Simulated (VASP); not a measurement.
# Pb2Se: single point with PBE

Pb2Se:

```
CELL_PARAMETERS angstrom
6.55041 0.00000 0.00000
0.00000 6.55041 0.00000
0.00000 0.00000 6.55041
ATOMIC_POSITIONS crystal
Pb 0.25000 0.25000 0.25000
Pb 0.25000 0.75000 0.75000
Pb 0.75000 0.75000 0.25000
Pb 0.75000 0.25000 0.75000
Se 0.00000 0.00000 0.00000
Se 0.50000 0.50000 0.50000
```

| Item | Value |
| --- | --- |
| Program | VASP 6.6.1 |
| Task | single point |
| Functional | PBE |
| Potentials or basis | VASP PAW PBE potentials, release 64 (Pb_d, Se) |
| Cutoff | 520 eV |
| k mesh | 6 × 6 × 6 |
| Occupations | gaussian, width 0.1 eV |
| Spin | no spin polarisation |
| Dipole correction | no |
| Further INCAR settings | ALGO = Normal; EDIFF = 1e-06; NBANDS = 43 |

```yaml
Pressure: 0.0 GPa
Band_gap_on_the_k_mesh: zero (bands 34 and 35 overlap by 0.91 eV)
```

Levels at points of the mesh, in eV from the Fermi level:
```tsv
k point	band 31	band 32	band 33	band 34	band 35	band 36	band 37	band 38
(0.00, 0.00, 0.00)	-1.34	-1.03	-1.03	-1.03	0.88	0.88	0.88	2.00
(0.50, 0.00, 0.00)	-1.33	-1.33	-0.53	-0.53	-0.05	-0.05	0.87	0.87
(0.50, 0.50, 0.00)	-1.82	-1.82	0.39	0.39	0.43	0.43	0.97	0.97
(0.50, 0.50, 0.50)	-0.94	-0.94	-0.52	-0.52	-0.52	1.62	1.62	1.71
```

Wall time 3.8 min on 1 thread of Intel(R) Xeon(R) Platinum 8488C (Sapphire Rapids) (shared host), peak memory 0.45 GiB.

Caveat: spin-orbit coupling is left out, which moves the levels of the heavy elements.
